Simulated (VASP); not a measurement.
# FeBr4 (F-43m) in VASP: further runs

Runs on FeBr4. Level: PBE. Tasks: single point.

Everything below comes from runs of VASP 6.6.1. Logs are shortened: lines on timing, memory, paths and dates and some standing lists are left out, and cuts for length are marked.

## (1) The cell of the first run

The structure is cubic, space group F-43m (No. 216). The conventional cell has a = 10.769 Å, b = 10.769 Å, c = 10.769 Å, α = 90.00°, β = 90.00°, γ = 90.00°. Within 3.0 Å of Fe (site symmetry -43m) lie 4 Br at 2.28 Å. Within 3.0 Å of Br (site symmetry 3m) lie 1 Fe at 2.28 Å.

## (2) Single point, PBE, collinear spin, ferromagnetic start (62.45 Å³/atom)

Input file INCAR:

```
ALGO     = Normal         # electronic algorithm
EDIFF    = 1E-7           # SCF threshold, eV
ENCUT    = 520            # plane-wave cutoff, eV
GGA      = PE             # functional
ISIF     = 2              # what is computed and relaxed
ISMEAR   = 0              # smearing method
ISPIN    = 2              # spin polarisation
LASPH    = T              # aspherical terms in the spheres
LCHARG   = F              # write CHGCAR
LMAXMIX  = 4              # l up to which the mixer works
LORBIT   = 11             # projections on sites
LREAL    = F              # projectors in reciprocal space
LWAVE    = F              # write WAVECAR
MAGMOM   = 3.36 0 0 0 0   # initial moments
NBANDS   = 30             # bands
NELM     = 150            # most SCF steps
PREC     = Accurate       # precision mode
SIGMA    = 0.1            # smearing width, eV
```

Input file KPOINTS:

```
k-points
0
Gamma
  6 6 6
```

Input file POSCAR:

```
FeBr4
1.0
    0.0000000000      5.3846877887      5.3846877887
    5.3846877887      0.0000000000      5.3846877887
    5.3846877887      5.3846877887      0.0000000000
Fe Br
1 4
Direct
    0.2500000000      0.2500000000      0.2500000000
    0.1275995173      0.6172014481      0.1275995173
    0.1275995173      0.1275995173      0.1275995173
    0.6172014481      0.1275995173      0.1275995173
    0.1275995173      0.1275995173      0.6172014481
```

Potentials or basis: VASP PAW PBE potentials, release 64 (Fe, Br).

Launch:

```sh
cat potpaw_PBE.64/Fe/POTCAR potpaw_PBE.64/Br/POTCAR > POTCAR
mpirun -np 1 vasp_std > vasp.out
```

OUTCAR:

```text
EDIFF = 1E-7
   ENCUT = 520
   GGA = PE
   ISIF = 2
   ISMEAR = 0
   ISPIN = 2
   LASPH = T
   LORBIT = 11
   LREAL = F
   NELM = 150
   PREC = Accurate

 ion  position               nearest neighbor table
   1  0.250  0.250  0.250-   2 2.28   4 2.28   5 2.28   3 2.28
   2  0.128  0.617  0.128-   1 2.28
   3  0.128  0.128  0.128-   1 2.28
   4  0.617  0.128  0.128-   1 2.28
   5  0.128  0.128  0.617-   1 2.28

  LATTYP: Found a face centered cubic cell.
 ALAT       =    10.7693755774

  Lattice vectors:

 A1 = (   0.0000000000,   5.3846877887,   5.3846877887)
 A2 = (   5.3846877887,   0.0000000000,   5.3846877887)
 A3 = (   5.3846877887,   5.3846877887,   0.0000000000)

Analysis of symmetry for initial positions (statically):
=====================================================================
 Subroutine PRICEL returns:
 Original cell was already a primitive cell.

 Routine SETGRP: Setting up the symmetry group for a
 face centered cubic supercell.

 Subroutine GETGRP returns: Found 24 space group operations
 (whereof 24 operations were pure point group operations)
 out of a pool of 48 trial point group operations.

The static configuration has the point symmetry T_d .

Analysis of symmetry for dynamics (positions and initial velocities):
=====================================================================
 Subroutine PRICEL returns:
 Original cell was already a primitive cell.

 Routine SETGRP: Setting up the symmetry group for a
 face centered cubic supercell.

 Subroutine GETGRP returns: Found 24 space group operations
 (whereof 24 operations were pure point group operations)
 out of a pool of 48 trial point group operations.

The dynamic configuration has the point symmetry T_d .

Analysis of structural, dynamic, and magnetic symmetry:
=====================================================================
 Subroutine PRICEL returns:
 Original cell was already a primitive cell.

 Routine SETGRP: Setting up the symmetry group for a
 face centered cubic supercell.

 Subroutine GETGRP returns: Found 24 space group operations
 (whereof 24 operations were pure point group operations)
 out of a pool of 48 trial point group operations.

The overall configuration has the point symmetry T_d .

 Subroutine INISYM returns: Found 24 space group operations
 (whereof 24 operations are pure point group operations),
 and found     1 'primitive' translations

----------------------------------------------------------------------------------------

                                     Primitive cell

  volume of cell :     312.2566

  direct lattice vectors                    reciprocal lattice vectors
     0.000000000  5.384687789  5.384687789    -0.092855894  0.092855894  0.092855894
     5.384687789  0.000000000  5.384687789     0.092855894 -0.092855894  0.092855894
     5.384687789  5.384687789  0.000000000     0.092855894  0.092855894 -0.092855894

  length of vectors
     7.615098500  7.615098500  7.615098500     0.160831127  0.160831127  0.160831127

  position of ions in fractional coordinates (direct lattice)
     0.250000000  0.250000000  0.250000000
     0.127599517  0.617201448  0.127599517
     0.127599517  0.127599517  0.127599517
     0.617201448  0.127599517  0.127599517
     0.127599517  0.127599517  0.617201448

  ion indices of the primitive-cell ions
   primitive index   ion index
                 1           1
                 2           2
                 3           3
                 4           4
                 5           5

----------------------------------------------------------------------------------------

 KPOINTS: k-points

Automatic generation of k-mesh.
 Grid dimensions read from file:
 generate k-points for:    6    6    6

 Generating k-lattice:

  Cartesian coordinates                     Fractional coordinates (reciprocal lattice)
    -0.015475982  0.015475982  0.015475982     0.166666667  0.000000000  0.000000000
     0.015475982 -0.015475982  0.015475982     0.000000000  0.166666667  0.000000000
[... 57 lines left out ...]
     30       5.6772      0.00000

 k-point     2 :       0.1667    0.0000    0.0000
  band No.  band energies     occupation
      1     -17.6632      1.00000
      2     -17.2808      1.00000
      3     -17.2633      1.00000
      4     -17.2633      1.00000
      5      -7.7879      1.00000
      6      -7.4029      1.00000
[... 454 lines left out ...]
 k-point    16 :      -0.3333    0.5000    0.1667
  band No.  band energies     occupation
      1     -17.5716      1.00000
      2     -17.3837      1.00000
      3     -17.2641      1.00000
      4     -17.2641      1.00000
      5      -7.6769      1.00000
      6      -7.4456      1.00000
[... 22 lines left out ...]
     29       5.0996      0.00000
     30       5.1924      0.00000
 Fermi energy:        -3.5720453698

 spin component 2

 k-point     1 :       0.0000    0.0000    0.0000
  band No.  band energies     occupation
      1     -17.5262      1.00000
      2     -17.1086      1.00000
      3     -17.1086      1.00000
      4     -17.1086      1.00000
      5      -7.5707      1.00000
      6      -6.1296      1.00000
[... 22 lines left out ...]
     29       4.4026      0.00000
     30       5.7150      0.00000

 k-point     2 :       0.1667    0.0000    0.0000
  band No.  band energies     occupation
      1     -17.5114      1.00000
      2     -17.1262      1.00000
      3     -17.1087      1.00000
      4     -17.1087      1.00000
      5      -7.5031      1.00000
      6      -6.1929      1.00000
[... 454 lines left out ...]
 k-point    16 :      -0.3333    0.5000    0.1667
  band No.  band energies     occupation
      1     -17.4209      1.00000
      2     -17.2282      1.00000
      3     -17.1096      1.00000
      4     -17.1096      1.00000
      5      -6.9964      1.00000
      6      -6.6893      1.00000
[... 22 lines left out ...]
     29       5.2393      0.00000
     30       5.4311      0.00000

------------------------ aborting loop because EDIFF is reached ----------------------------------------

  FORCE on cell =-STRESS in cart. coord.  units (eV):
  Direction    XX          YY          ZZ          XY          YZ          ZX
  --------------------------------------------------------------------------------------
  -------------------------------------------------------------------------------------
  Total       -0.2301984     -0.2301984     -0.2301984     -0.0000000      0.0000000      0.0000000
  in kB       -1.1811400     -1.1811400     -1.1811400     -0.0000000      0.0000000      0.0000000
  external PRESSURE =      -1.1811400 kB  Pullay stress =       0.0000000 kB

 VOLUME and BASIS-vectors are now :
 -----------------------------------------------------------------------------
  energy-cutoff  :      520.00
  volume of cell :      312.26
      direct lattice vectors                 reciprocal lattice vectors
     0.000000000  5.384687789  5.384687789    -0.092855894  0.092855894  0.092855894
     5.384687789  0.000000000  5.384687789     0.092855894 -0.092855894  0.092855894
     5.384687789  5.384687789  0.000000000     0.092855894  0.092855894 -0.092855894

 POSITION                                       TOTAL-FORCE (eV/Angst)
 -----------------------------------------------------------------------------------
      2.69234      2.69234      2.69234         0.000000      0.000000      0.000000
      4.01052      1.37417      4.01052         0.002754     -0.002754      0.002754
      1.37417      1.37417      1.37417        -0.002754     -0.002754     -0.002754
      1.37417      4.01052      4.01052        -0.002754      0.002754      0.002754
      4.01052      4.01052      1.37417         0.002754      0.002754     -0.002754
 -----------------------------------------------------------------------------------
    total drift:                               -0.000001     -0.000001     -0.000001

  FREE ENERGIE OF THE ION-ELECTRON SYSTEM (eV)
  ---------------------------------------------------
  free  energy   TOTEN  =       -16.4516814674 eV

  energy  without entropy=      -16.4128204857  energy(sigma->0) =      -16.43225098

 total charge

# of ion       s       p       d       tot
------------------------------------------
    1        0.427   0.492   6.032   6.952
    2        1.620   3.177   0.019   4.817
    3        1.620   3.177   0.019   4.817
    4        1.620   3.177   0.019   4.817
    5        1.620   3.177   0.019   4.817
--------------------------------------------------
tot          6.909  13.202   6.108  26.219

 magnetization (x)

# of ion       s       p       d       tot
------------------------------------------
    1        0.017   0.044   3.046   3.107
    2        0.006   0.119   0.003   0.128
    3        0.006   0.119   0.003   0.128
    4        0.006   0.119   0.003   0.128
    5        0.006   0.119   0.003   0.128
--------------------------------------------------
tot          0.043   0.519   3.056   3.618
```

Wall time 16 min (1 thread of Oxide Virtual Turin-like, shared host); peak memory 0.73 GiB.

What came out:

```yaml
Free_energy: -16.4517 eV
Pressure: -0.1 GPa
Largest_force: 0.005 eV/Å
Band_gap_on_the_k_mesh: zero (filled and empty bands overlap)
Net_moment: 4.00 μB per cell
Site_moments: Fe +3.11; Br +0.13 μB
Valence_electrons_inside_the_program's_atomic_spheres: Fe 6.95; Br 4.82
```

Forces on the atoms (eV/Å):
```
Fe   0.000  0.000  0.000
Br   0.003 -0.003  0.003
Br  -0.003 -0.003 -0.003
Br  -0.003  0.003  0.003
Br   0.003  0.003 -0.003
```

Caveat: semilocal functionals often make such compounds metallic where correlation or magnetic order opens a gap, which also shifts bond lengths.

## (3) Single point, PBE, collinear spin, ferromagnetic start (64.81 Å³/atom)

This run uses another cell than the first one, of 64.81 Å³/atom.

Input file INCAR:

```
SYSTEM = FeBr4
ALGO = Normal ; EDIFF = 1E-6
ENCUT = 520 ; GGA = PE
ISIF = 2 ; ISMEAR = 0
ISPIN = 2 ; LASPH = .True.
LCHARG = .False. ; LMAXMIX = 4
LORBIT = 11 ; LREAL = .False.
LWAVE = .False. ; MAGMOM = 3.36 0 0 0 0
NBANDS = 30 ; NELM = 150
PREC = Accurate ; SIGMA = 0.1
```

Input file KPOINTS:

```
k-points
0
Gamma
  6 6 6
  0 0 0
```

Input file POSCAR:

```
FeBr4
1.0
    0.0000000000      5.4515851605      5.4515851605
    5.4515851605      0.0000000000      5.4515851605
    5.4515851605      5.4515851605      0.0000000000
Fe Br
1 4
Direct
    0.2500000000      0.2500000000      0.2500000000
    0.1290848445      0.6127454664      0.1290848445
    0.1290848445      0.1290848445      0.1290848445
    0.6127454664      0.1290848445      0.1290848445
    0.1290848445      0.1290848445      0.6127454664
```

Potentials or basis: VASP PAW PBE potentials, release 64 (Fe, Br).

Launch:

```sh
cat potpaw_PBE.64/Fe/POTCAR potpaw_PBE.64/Br/POTCAR > POTCAR
mpirun -np 1 vasp_std > vasp.out
```

Run time: 9.6 min. Hardware: 1 thread of Oxide Virtual Turin-like, shared host; peak memory 0.74 GiB.

The run converged. Its results:

```
Free energy                                           : -16.4411 eV
Pressure                                              : -0.2 GPa
Largest force                                         : 0.005 eV/Å
Band gap on the k mesh                                : zero (filled and empty bands overlap)
Net moment                                            : 4.00 μB per cell
Site moments                                          : Fe +3.10; Br +0.13 μB
Valence electrons inside the program's atomic spheres : Fe 6.95; Br 4.82
```

Forces on the atoms (eV/Å):
```
Fe   0.000  0.000  0.000
Br   0.003 -0.003  0.003
Br  -0.003 -0.003 -0.003
Br  -0.003  0.003  0.003
Br   0.003  0.003 -0.003
```

Levels at points of the mesh, in eV from the Fermi level:
Spin up:
| k point | band 18 | band 19 | band 20 | band 21 | band 22 | band 23 |
| --- | --- | --- | --- | --- | --- | --- |
| (0.00, 0.00, 0.00) | -0.69 | 0.12 | 0.12 | 0.12 | 4.92 | 6.28 |
| (0.50, 0.00, 0.00) | -0.69 | -0.51 | 0.07 | 0.07 | 5.99 | 6.51 |
| (0.50, 0.50, 0.00) | -0.68 | -0.49 | -0.04 | -0.04 | 6.62 | 6.66 |
Spin down:
```tsv
k point	band 13	band 14	band 15	band 16	band 17	band 18	band 19	band 20
(0.00, 0.00, 0.00)	-1.83	-0.50	-0.50	-0.50	0.89	0.89	1.59	1.59
(0.50, 0.00, 0.00)	-1.68	-0.83	-0.83	-0.50	0.95	0.95	1.18	1.55
(0.50, 0.50, 0.00)	-1.64	-0.86	-0.76	-0.76	0.87	1.05	1.19	1.46
```

Caveat: semilocal functionals often make such compounds metallic where correlation or magnetic order opens a gap, which also shifts bond lengths.

## (4) Single point, PBE, collinear spin, ferromagnetic start

This run uses another cell than the first one, of 58.92 Å³/atom.

Input file INCAR:

```
SYSTEM = FeBr4
  PREC = Accurate
  ENCUT = 520
  EDIFF = 1E-6
  ISMEAR = 0
  SIGMA = 0.1
  LREAL = .FALSE.
  LASPH = .TRUE.
  NELM = 150
  ALGO = Normal
  ISIF = 2
  LWAVE = .FALSE.
  LCHARG = .FALSE.
  ISPIN = 2
  MAGMOM = 3.36 0 0 0 0
  LORBIT = 11
  LMAXMIX = 4
  GGA = PE
  NBANDS = 30
```

Input file KPOINTS:

```
Automatic mesh
0
G
  6 6 6
  0 0 0
```

Input file POSCAR:

```
FeBr4
1.0
    0.0000000000      5.2811103100      5.2811103100
    5.2811103100      0.0000000000      5.2811103100
    5.2811103100      5.2811103100      0.0000000000
Fe Br
1 4
Direct
    0.2500000000      0.2500000000      0.2500000000
    0.1252911175      0.6241266476      0.1252911175
    0.1252911175      0.1252911175      0.1252911175
    0.6241266476      0.1252911175      0.1252911175
    0.1252911175      0.1252911175      0.6241266476
```

Launch:

```sh
cat potpaw_PBE.64/Fe/POTCAR potpaw_PBE.64/Br/POTCAR > POTCAR
mpirun -np 1 vasp_std > vasp.out
```

Wall time 9.5 min (1 thread of Oxide Virtual Turin-like, shared host); peak memory 0.64 GiB.

The run converged. Its results:

```
Free energy                                           : -16.4597 eV
Pressure                                              : 0.0 GPa
Largest force                                         : 0.004 eV/Å
Band gap on the k mesh                                : zero (filled and empty bands overlap)
Net moment                                            : 4.00 μB per cell
Site moments                                          : Fe +3.11; Br +0.13 μB
Valence electrons inside the program's atomic spheres : Fe 6.96; Br 4.82
```

Forces in eV/Å, atoms in the order of the input:
```
Fe   0.000  0.000  0.000
Br   0.002 -0.002  0.002
Br  -0.002 -0.002 -0.002
Br  -0.002  0.002  0.002
Br   0.002  0.002 -0.002
```

Levels at points of the mesh, in eV from the Fermi level:
Spin up:
```csv
k point,band 18,band 19,band 20,band 21,band 22,band 23
"(0.00, 0.00, 0.00)",-0.68,0.15,0.15,0.15,4.86,6.09
"(0.50, 0.00, 0.00)",-0.71,-0.68,0.09,0.09,6.03,6.50
"(0.50, 0.50, 0.00)",-0.68,-0.67,-0.04,-0.04,6.65,6.69
```
Spin down:
```csv
k point,band 14,band 15,band 16,band 17,band 18,band 19
"(0.00, 0.00, 0.00)",-0.50,-0.50,-0.50,0.81,0.81,1.60
"(0.50, 0.00, 0.00)",-0.96,-0.96,-0.49,0.89,0.89,1.06
"(0.50, 0.50, 0.00)",-1.01,-0.86,-0.86,0.79,1.04,1.08
```

Caveat: semilocal functionals often make such compounds metallic where correlation or magnetic order opens a gap, which also shifts bond lengths.

## (5) Single point, PBE, collinear spin, ferromagnetic start (60.68 Å³/atom)

This run uses another cell than the first one, of 60.68 Å³/atom.

Input file INCAR:

```
SYSTEM = FeBr4
ALGO = Normal ; EDIFF = 1E-6
ENCUT = 520 ; GGA = PE
ISIF = 2 ; ISMEAR = 0
ISPIN = 2 ; LASPH = .TRUE.
LCHARG = .FALSE. ; LMAXMIX = 4
LORBIT = 11 ; LREAL = .FALSE.
LWAVE = .FALSE. ; MAGMOM = 3.36 0 0 0 0
NBANDS = 30 ; NELM = 150
PREC = Accurate ; SIGMA = 0.1
```

Input file KPOINTS:

```
k-points
0
G
  6 6 6
  0 0 0
```

Input file POSCAR:

```
FeBr4
1.0
    0.0000000000      5.3334019316      5.3334019316
    5.3334019316      0.0000000000      5.3334019316
    5.3334019316      5.3334019316      0.0000000000
Fe Br
1 4
Direct
    0.2500000000      0.2500000000      0.2500000000
    0.1264595498      0.6206213505      0.1264595498
    0.1264595498      0.1264595498      0.1264595498
    0.6206213505      0.1264595498      0.1264595498
    0.1264595498      0.1264595498      0.6206213505
```

Launch:

```sh
cat potpaw_PBE.64/Fe/POTCAR potpaw_PBE.64/Br/POTCAR > POTCAR
mpirun -np 1 vasp_std > vasp.out
```

Wall time 9.6 min (1 thread of Oxide Virtual Turin-like, shared host); peak memory 0.64 GiB.

Results (log left out):

* Free energy: -16.4574 eV
* Pressure: -0.1 GPa
* Largest force: 0.006 eV/Å
* Band gap on the k mesh: zero (filled and empty bands overlap)
* Net moment: 4.00 μB per cell
* Site moments: Fe +3.11; Br +0.13 μB
* Valence electrons inside the program's atomic spheres: Fe 6.95; Br 4.82

Forces in eV/Å, atoms in the order of the input:
```
Fe   0.000  0.000  0.000
Br   0.003 -0.003  0.003
Br  -0.003 -0.003 -0.003
Br  -0.003  0.003  0.003
Br   0.003  0.003 -0.003
```

Levels at points of the mesh, in eV from the Fermi level:
Spin up:
```csv
k point,band 17,band 18,band 19,band 20,band 21,band 22,band 23,band 24
"(0.00, 0.00, 0.00)",-0.68,-0.68,0.14,0.14,0.14,4.88,6.15,7.37
"(0.50, 0.00, 0.00)",-0.88,-0.68,-0.64,0.08,0.08,6.02,6.51,6.77
"(0.50, 0.50, 0.00)",-1.07,-0.68,-0.61,-0.04,-0.04,6.66,6.67,7.58
```
Spin down:
```
           k point  band 12  band 13  band 14  band 15  band 16  band 17  band 18  band 19  band 20  band 21
(0.00, 0.00, 0.00)    -1.90    -1.90    -0.50    -0.50    -0.50     0.84     0.84     1.59     1.59     1.59
(0.50, 0.00, 0.00)    -1.71    -1.71    -0.91    -0.91    -0.50     0.91     0.91     1.10     1.55     1.55
(0.50, 0.50, 0.00)    -1.67    -1.67    -0.95    -0.82    -0.82     0.82     1.04     1.12     1.44     1.44
```

Caveat: semilocal functionals often make such compounds metallic where correlation or magnetic order opens a gap, which also shifts bond lengths.

## (6) Overview

| cell | gap on the mesh (eV) | pressure (GPa) | moment (μB) | largest force (eV/Å) |
| --- | --- | --- | --- | --- |
| a = 7.615 Å, angles 60.0°, 5 atoms | none | -0.1 | 4.00 | - |
| a = 7.710 Å, angles 60.0°, 5 atoms | none | -0.2 | 4.00 | 0.01 |
| a = 7.469 Å, angles 60.0°, 5 atoms | none | 0.0 | 4.00 | - |
| a = 7.543 Å, angles 60.0°, 5 atoms | none | -0.1 | 4.00 | 0.01 |

Alike in all rows: task single point; level PBE; potentials or basis VASP PAW PBE potentials, release 64 (Fe, Br); spin collinear, ferromagnetic start; k mesh 6 × 6 × 6; cutoff (eV) 520; smearing gaussian 0.1 eV.

Caveats: semilocal functionals often make such compounds metallic where correlation or magnetic order opens a gap, which also shifts bond lengths.

Absolute energies hang on the potentials; compare differences alone.
